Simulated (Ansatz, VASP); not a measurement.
## Ge in VASP and in Ansatz

```
Ge
1.0
    -1.77091    1.77091    1.77091
     1.77091   -1.77091    1.77091
     1.77091    1.77091   -1.77091
Ge
1
Direct
  0.00000 0.00000 0.00000
```

Alike in both runs: task single point; functional RPBE; k mesh 15 × 15 × 15; occupations fermi-dirac, width 0.1 eV; no spin polarisation.

```csv
,VASP,Ansatz
version,VASP 6.6.1,Ansatz 0.2.0
potentials or method,"VASP PAW PBE potentials, release 64 (Ge_d), cutoff 520 eV","plane waves (420 eV) with PAW, scalar-relativistic"
valence electrons in the cell,14,14
```

```tsv
	VASP	Ansatz	Ansatz less VASP
pressure (GPa)	-5.4	-5.3	+0.12
```

VASP's potentials were made for PBE, not for RPBE.
